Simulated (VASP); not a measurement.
A run of VASP 6.6.1:

The input INCAR:

```
SYSTEM = C
PREC = Accurate
ENCUT = 520
EDIFF = 1E-6
ISMEAR = -1
SIGMA = 0.03
LREAL = .False.
LASPH = .True.
NELM = 100
ALGO = Normal
ISIF = 2
LWAVE = .False.
LCHARG = .False.
GGA = PE
NBANDS = 11
```

Contents of KPOINTS:

```
Automatic mesh
0
Gamma
  9 9 9
  0 0 0
```

The input POSCAR:

```
C
1.0
    0.0000000000      1.7833700000      1.7833700000
    1.7833700000      0.0000000000      1.7833700000
    1.7833700000      1.7833700000      0.0000000000
C
2
Direct
    0.7500000000      0.7500000000      0.7500000000
    0.5000000000      0.5000000000      0.5000000000
```

Potentials or basis: VASP PAW PBE potentials, release 64 (C).

Run with:

```sh
$ cat potpaw_PBE.64/C/POTCAR > POTCAR
$ mpirun -np 1 vasp_std > vasp.out
```

Hardware: 1 thread of Intel(R) Xeon(R) Platinum 8488C (Sapphire Rapids) (shared host).

Estimate the wall time of this run.

Wall time 4.3 s on 1 thread of Intel(R) Xeon(R) Platinum 8488C (Sapphire Rapids), on a shared host, peak memory 0.12 GiB. Counts: scf iterations 11, k points 35.
